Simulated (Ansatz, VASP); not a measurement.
One calculation of Zn, two programs

```
Zn
1.0
     2.21780    0.00000    0.00000
     0.00000    2.21780    0.00000
     0.00000    0.00000    2.21780
Zn
1
Direct
  0.00000 0.00000 0.00000
```

Change from the starting cell: volume scaled by 0.6, PAW files.

Alike in both runs: task single point; functional PBE; k mesh 17 × 17 × 17; occupations fermi-dirac, width 0.08 eV; no spin polarisation.

|  | VASP | Ansatz |
| --- | --- | --- |
| version | VASP 6.6.1 | Ansatz 0.2.0 |
| potentials or method | VASP PAW PBE potentials, release 64 (Zn) | PAW with Ansatz's default frozen-core files, scalar-relativistic |
| plane-wave cutoff (eV) | 520 | 420 |
| valence electrons in the cell | 12 | 12 |

|  | VASP | Ansatz | Ansatz less VASP |
| --- | --- | --- | --- |
| pressure (GPa) | 90.4 | 88.7 | -1.69 |

Both programs put the cell under a high pressure, so it lies far from rest at this level. With one functional, cell and mesh, what is left measures potentials, basis and numerics.

Noted on VASP's run: the cell as given lies far from equilibrium.
